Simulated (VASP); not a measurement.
# Cs (Pm-3m) in VASP: a series of runs, part 3 of 3

VASP 6.6.1. The steps go on from the part before.

### Step 5. Relaxation of cell and atoms, PBEsol

This run uses another cell than the first one, of 119.28 Å³/atom.

File INCAR:

```
PREC = Accurate
ENCUT = 600
EDIFF = 1E-6
ISMEAR = -1
SIGMA = 0.08
LREAL = False
LASPH = True
NELM = 100
ALGO = Normal
ISIF = 3
LWAVE = False
LCHARG = False
GGA = PS
IBRION = 2
NSW = 60
EDIFFG = -0.005
```

File KPOINTS:

```
Automatic mesh
0
Gamma
  8 8 8
```

File POSCAR:

```
Cs
1.0
    4.9225923281      0.0000000000      0.0000000000
    0.0000000000      4.9225923281      0.0000000000
    0.0000000000      0.0000000000      4.9225923281
Cs
1
Direct
    0.0000000000      0.0000000000      0.0000000000
```

Potentials or basis: VASP PAW PBE potentials, release 64 (Cs_sv).

On the command line:

```
$ cat potpaw_PBE.64/Cs_sv/POTCAR > POTCAR
$ mpirun -np 1 vasp_std > vasp.out
```

OUTCAR:

```text
PREC = Accurate
   ENCUT = 600
   EDIFF = 1E-6
   ISMEAR = -1
   LREAL = False
   LASPH = True
   NELM = 100
   ISIF = 3
   GGA = PS
   IBRION = 2
   NSW = 60
   EDIFFG = -0.005

 ion  position               nearest neighbor table
   1  0.000  0.000  0.000-

  LATTYP: Found a simple cubic cell.
 ALAT       =     4.9225923281

  Lattice vectors:

 A1 = (   4.9225923281,   0.0000000000,   0.0000000000)
 A2 = (   0.0000000000,   4.9225923281,   0.0000000000)
 A3 = (   0.0000000000,   0.0000000000,   4.9225923281)

Analysis of symmetry for initial positions (statically):
=====================================================================
 Subroutine PRICEL returns:
 Original cell was already a primitive cell.

 Routine SETGRP: Setting up the symmetry group for a
 simple cubic supercell.

 Subroutine GETGRP returns: Found 48 space group operations
 (whereof 48 operations were pure point group operations)
 out of a pool of 48 trial point group operations.

The static configuration has the point symmetry O_h .

Analysis of symmetry for dynamics (positions and initial velocities):
=====================================================================
 Subroutine PRICEL returns:
 Original cell was already a primitive cell.

 Routine SETGRP: Setting up the symmetry group for a
 simple cubic supercell.

 Subroutine GETGRP returns: Found 48 space group operations
 (whereof 48 operations were pure point group operations)
 out of a pool of 48 trial point group operations.

The dynamic configuration has the point symmetry O_h .

 Subroutine INISYM returns: Found 48 space group operations
 (whereof 48 operations are pure point group operations),
 and found     1 'primitive' translations

[... 124 lines left out ...]
 non-spin polarized calculation
  energy-cutoff  :      600.00
  volume of cell :      119.28
 maximum number of plane-waves:      4012
 NGX is ok and might be reduce to    40
   NGX = 19   NGY = 19   NGZ = 19

--------------------------------------- Ionic step        1  -------------------------------------------

 number of electron       8.9999998 magnetization

 Free energy of the ion-electron system (eV)
  ---------------------------------------------------
  ext. energy  EPLUGINS =         0.00000000
  ---------------------------------------------------
  free energy    TOTEN  =        -0.85743480 eV

  energy without entropy =       -0.83392932  energy(sigma->0) =       -0.84568206

------------------------ aborting loop because EDIFF is reached ----------------------------------------

  FORCE on cell =-STRESS in cart. coord.  units (eV):
  Direction    XX          YY          ZZ          XY          YZ          ZX
  --------------------------------------------------------------------------------------
  -------------------------------------------------------------------------------------
  Total       -0.0062421     -0.0062421     -0.0062421      0.0000000      0.0000000      0.0000000
  in kB       -0.0838411     -0.0838411     -0.0838411      0.0000000      0.0000000      0.0000000
  external PRESSURE =      -0.0838411 kB  Pullay stress =       0.0000000 kB
[... 92 lines left out ...]
--------------------------------------- Ionic step        4  -------------------------------------------

 number of electron       8.9999998 magnetization

 Free energy of the ion-electron system (eV)
  ---------------------------------------------------
  ext. energy  EPLUGINS =         0.00000000
  ---------------------------------------------------
  free energy    TOTEN  =        -0.85745118 eV

  energy without entropy =       -0.83382796  energy(sigma->0) =       -0.84563957

 E-fermi :   0.3358     XC(G=0):  -5.3976

 val. band max:        0.2795173263   @ k =   0.5000   0.1250   0.0000
 cond. band min:       0.4376971335   @ k =   0.5000   0.1250   0.1250
 fundamental gap:      0.1581798072
 Fermi energy:         0.3358460815

 k-point     1 :       0.0000    0.0000    0.0000
  band No.  band energies     occupation
      1     -23.6821      2.00000
      2     -10.3773      2.00000
      3     -10.3773      2.00000
      4     -10.3773      2.00000
      5      -1.3238      2.00000
      6       1.6609      0.00000
      7       1.6609      0.00000
      8       4.7534      0.00000
[... 243 lines left out ...]
 k-point    24 :       0.5000    0.3750    0.1250
  band No.  band energies     occupation
      1     -23.6650      2.00000
      2     -10.5502      2.00000
      3     -10.5196      2.00000
      4     -10.3733      2.00000
      5       0.7333      0.01381
      6       1.3857      0.00000
      7       2.2402      0.00000
      8       2.4749      0.00000

 [... further k-points ...]

------------------------ aborting loop because EDIFF is reached ----------------------------------------

  FORCE on cell =-STRESS in cart. coord.  units (eV):
  Direction    XX          YY          ZZ          XY          YZ          ZX
  --------------------------------------------------------------------------------------
  -------------------------------------------------------------------------------------
  Total        0.0033377      0.0033377      0.0033377     -0.0000000     -0.0000000      0.0000000
  in kB        0.0452385      0.0452385      0.0452385     -0.0000000     -0.0000000      0.0000000
  external PRESSURE =       0.0452385 kB  Pullay stress =       0.0000000 kB
[... 16 lines left out ...]
  FREE ENERGIE OF THE ION-ELECTRON SYSTEM (eV)
  ---------------------------------------------------
  free  energy   TOTEN  =        -0.8574511783 eV

  energy  without entropy=       -0.8338279565  energy(sigma->0) =       -0.84563957

 reached required accuracy - stopping structural energy minimisation
```

OSZICAR:

```text
N       E                     dE             d eps       ncg     rms          rms(c)
DAV:   1     0.595249690589E+02    0.59525E+02   -0.31158E+03   560   0.870E+02
DAV:   2     0.448835935303E+01   -0.55037E+02   -0.54587E+02   784   0.124E+02
DAV:   3    -0.786233265997E+00   -0.52746E+01   -0.52742E+01   560   0.488E+01
[... 22 lines left out ...]
DAV:   2    -0.857850031642E+00    0.12844E-02   -0.17662E-03   568   0.267E-01    0.764E-02
DAV:   3    -0.857449515374E+00    0.40052E-03   -0.15100E-03   568   0.232E-01    0.157E-02
DAV:   4    -0.857450595795E+00   -0.10804E-05   -0.69718E-06   648   0.230E-02    0.691E-03
DAV:   5    -0.857451699886E+00   -0.11041E-05   -0.17940E-06   624   0.871E-03    0.145E-03
DAV:   6    -0.857451178251E+00    0.52164E-06   -0.84375E-08   288   0.265E-03
   4 F= -.85745118E+00 E0= -.84563957E+00  d E =-.163774E-04
```

It took 31 s on 1 thread of Intel Xeon 6975P-C (Granite Rapids), shared host; peak memory 0.26 GiB.

What came out:

* Free energy: -0.8575 eV
* Relaxed volume: 118.21 Å³/atom
* Relaxed cell: a = 4.908 Å, b = 4.908 Å, c = 4.908 Å, α = 90.00°, β = 90.00°, γ = 90.00°
* Space group after relaxing (to 0.1 Å): Pm-3m (No. 221)
* Energy gained by relaxing: 0.0 meV/atom
* Ionic steps: 4
* Pressure after relaxing: 0.0 GPa
* Band gap on the k mesh: zero (an odd number of electrons rules out a gap without spin polarisation)

Final structure:
```yaml
crystal:
  lattice:
    - [4.90777, 0.00000, 0.00000]
    - [0.00000, 4.90777, 0.00000]
    - [0.00000, 0.00000, 4.90777]
  atoms:
    - { symbol: Cs, position: [0.00000, 0.00000, 0.00000] }
```

Levels at points of the mesh, in eV from the Fermi level:
| k point | band 2 | band 3 | band 4 | band 5 | band 6 | band 7 |
| --- | --- | --- | --- | --- | --- | --- |
| (0.00, 0.00, 0.00) | -10.71 | -10.71 | -10.71 | -1.66 | 1.33 | 1.33 |
| (0.50, 0.00, 0.00) | -10.91 | -10.70 | -10.70 | -0.21 | 0.45 | 1.76 |
| (0.50, 0.50, 0.00) | -10.89 | -10.89 | -10.68 | 0.30 | 1.19 | 2.09 |
| (0.50, 0.50, 0.50) | -10.86 | -10.86 | -10.86 | 1.06 | 1.06 | 1.06 |

Caveat: the PAW data sets were made with another functional, which shifts forces and pressure a little; spin-orbit coupling is left out, which moves the levels of the heavy elements.

### Step 6. Overview

| task | cell | cutoff (eV) | gap on the mesh (eV) | pressure (GPa) |
| --- | --- | --- | --- | --- |
| single point | a = 4.753 Å, 1 atom | 520 | none | 0.2 |
| single point | a = 4.923 Å, 1 atom | 520 | none | 0.0 |
| relaxation of cell and atoms | relaxed from a = 4.923 Å, 1 atom | 600 | none | 0.0 |

Alike in all rows: level PBEsol; potentials or basis VASP PAW PBE potentials, release 64 (Cs_sv); no spin polarisation; k mesh 8 × 8 × 8; smearing fermi-dirac 0.08 eV.

Caveats: the PAW data sets were made with another functional, which shifts forces and pressure a little; spin-orbit coupling is left out, which moves the levels of the heavy elements.

Absolute energies hang on the potentials; compare differences alone.
